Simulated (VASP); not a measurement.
Input of a VASP 6.6.1 run:

File INCAR:

```
SYSTEM = Ag2Pt
PREC     = Accurate       ! precision mode
ENCUT    = 520            ! plane-wave cutoff, eV
EDIFF    = 1E-6           ! SCF threshold, eV
ISMEAR   = 0              ! smearing method
SIGMA    = 0.1            ! smearing width, eV
LREAL    = .FALSE.        ! projectors in reciprocal space
LASPH    = .TRUE.         ! aspherical terms in the spheres
NELM     = 100            ! most SCF steps
ALGO     = Fast           ! electronic algorithm
ISIF     = 2              ! what is computed and relaxed
LWAVE    = .FALSE.        ! write WAVECAR
LCHARG   = .TRUE.         ! write CHGCAR
GGA      = PE             ! functional
LELF     = .TRUE.         ! ELF
LVHAR    = .TRUE.       
NBANDS   = 23             ! bands
```

Contents of KPOINTS:

```
Automatic mesh
0
G
  18 18 18
  0 0 0
```

Contents of POSCAR:

```
Ag2Pt
1.0
   -1.4232491307      1.4232491307      6.2489683870
    1.4232491307     -1.4232491307      6.2489683870
    1.4232491307      1.4232491307     -6.2489683870
Ag Pt
2 1
Direct
    0.6640752364      0.6640752364      0.0000000000
    0.3359247636      0.3359247636      0.0000000000
    0.0000000000      0.0000000000      0.0000000000
```

Potentials or basis: VASP PAW PBE potentials, release 64 (Ag, Pt).

Command:

```sh
$ cat potpaw_PBE.64/Ag/POTCAR potpaw_PBE.64/Pt/POTCAR > POTCAR
$ mpirun -np 1 vasp_std > vasp.out
```

What does it give for the pressure?

-0.2 GPa.

Estimate the band gap on the k mesh.

zero (bands 16 and 17 overlap by 3.79 eV).

Forces in eV/Å, atoms in the order of the input:
```
Ag   0.000  0.000 -0.003
Ag   0.000  0.000  0.003
Pt   0.000  0.000  0.000
```

Caveat: spin-orbit coupling is left out, which moves the levels of the heavy elements.
